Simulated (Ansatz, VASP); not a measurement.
## K: VASP beside Ansatz

```xyz
1
Lattice="-2.7190 2.7190 2.7190 2.7190 -2.7190 2.7190 2.7190 2.7190 -2.7190" Properties=species:S:1:pos:R:3 pbc="T T T"
K     0.0000    0.0000    0.0000
```

Alike in both runs: functional RPBE; k mesh 9 × 9 × 9; occupations fermi-dirac, width 0.1 eV; no spin polarisation.

Ansatz relaxed the structure, and its values are those at the end. VASP's run is a single point on that final structure, the one shown.

|  | VASP | Ansatz |
| --- | --- | --- |
| version | VASP 6.6.1 | Ansatz 0.2.0 |
| potentials or method | VASP PAW PBE potentials, release 64 (K_sv), cutoff 520 eV | plane waves (420 eV) with PAW, scalar-relativistic |
| valence electrons in the cell | 9 | 9 |

|  | VASP | Ansatz | Ansatz less VASP |
| --- | --- | --- | --- |
| pressure (GPa) | 0.0 | 0.0 | +0.01 |

VASP's potentials were made for PBE, not for RPBE. With one functional, cell and mesh, what is left measures potentials, basis and numerics.
